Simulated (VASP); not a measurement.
A run of VASP 6.6.1 is set up as follows.

Contents of INCAR:

```
SYSTEM = C
ALGO = Normal ; EDIFF = 1E-7
ENCUT = 520 ; GGA = PS
ISIF = 2 ; ISMEAR = 0
LASPH = .TRUE. ; LCHARG = .TRUE.
LELF = .TRUE. ; LREAL = .FALSE.
LVHAR = .TRUE. ; LWAVE = .FALSE.
NBANDS = 11 ; NELM = 100
PREC = Accurate ; SIGMA = 0.05
```

Contents of KPOINTS:

```
k-points
0
G
  12 12 12
  0 0 0
```

Contents of POSCAR:

```
C
1.0
    0.0000000000      1.5579434008      2.3369151012
    1.5579434008      0.0000000000      2.3369151012
    1.5579434008      1.5579434008      0.0000000000
C
2
Direct
    0.5000000000      0.5000000000      0.5000000000
    0.7500000000      0.7500000000      0.7500000000
```

Potentials or basis: VASP PAW PBE potentials, release 64 (C).

Launch:

```sh
$ cat potpaw_PBE.64/C/POTCAR > POTCAR
$ mpirun -np 1 vasp_std > vasp.out
```

(1) What does it give for the band gap on the k mesh?

(2) Predict the pressure.

## Answers

(1) zero (band 4 reaches 13.01 eV, above the bottom of band 5 at 11.41 eV).

(2) 4.6 GPa.

Caveat: the PAW data sets were made with another functional, which shifts forces and pressure a little.
